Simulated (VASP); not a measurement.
Write the native input for VASP 6.6.1 that does the following.

| Property | Result |
| --- | --- |
| Task | single point |
| Functional | PBEsol |
| Potentials or basis | VASP PAW PBE potentials, release 64 (Co) |
| Cutoff | 520 eV |
| k mesh | 21 × 21 × 12 |
| Occupations | gaussian, width 0.15 eV |
| Spin | collinear spin, ferromagnetic start |
| Starting moments | [1.79, 1.79] μB |
| Dipole correction | no |
| Further INCAR settings | ALGO = Normal; EDIFF = 1e-07; NBANDS = 20 |

The structure of Co lies in POSCAR:

```
Co
1.0
    2.5292000000      0.0000000000      0.0000000000
   -1.2646000000      2.1903514513      0.0000000000
    0.0000000000      0.0000000000      3.8087000000
Co
2
Direct
    0.3333333333      0.6666666667      0.2500000000
    0.6666666667      0.3333333333      0.7500000000
```

These files were run (other wordings do the same):

INCAR

```
SYSTEM = Co
PREC     = Accurate       ! precision mode
ENCUT    = 520            ! plane-wave cutoff, eV
EDIFF    = 1E-7           ! SCF threshold, eV
ISMEAR   = 0              ! smearing method
SIGMA    = 0.15           ! smearing width, eV
LREAL    = .False.        ! projectors in reciprocal space
LASPH    = .True.         ! aspherical terms in the spheres
NELM     = 150            ! most SCF steps
ALGO     = Normal         ! electronic algorithm
ISIF     = 2              ! what is computed and relaxed
LWAVE    = .False.        ! write WAVECAR
LCHARG   = .False.        ! write CHGCAR
ISPIN    = 2              ! spin polarisation
MAGMOM   = 1.79 1.79      ! initial moments
LORBIT   = 11             ! projections on sites
LMAXMIX  = 4              ! l up to which the mixer works
GGA      = PS             ! functional
NBANDS   = 20             ! bands
```

KPOINTS

```
Automatic mesh
0
Gamma
  21 21 12
  0 0 0
```

Potentials or basis: VASP PAW PBE potentials, release 64 (Co).

Launch:

```console
$ cat potpaw_PBE.64/Co/POTCAR > POTCAR
$ mpirun -np 1 vasp_std > vasp.out
```

Results of the run:

```json
{"Pressure": "-3.7 GPa", "Net moment": "3.12 μB per cell", "Site moments": "Co +1.57 μB", "Valence electrons inside the program's atomic spheres": "Co 8.34"}
```

Caveat: the stress differs along the axes, from -11 to 10 GPa; the PAW data sets were made with another functional, which shifts forces and pressure a little.

Run time: 4 min on 1 thread of Oxide Virtual Turin-like Processor (shared host), peak memory 0.26 GiB.
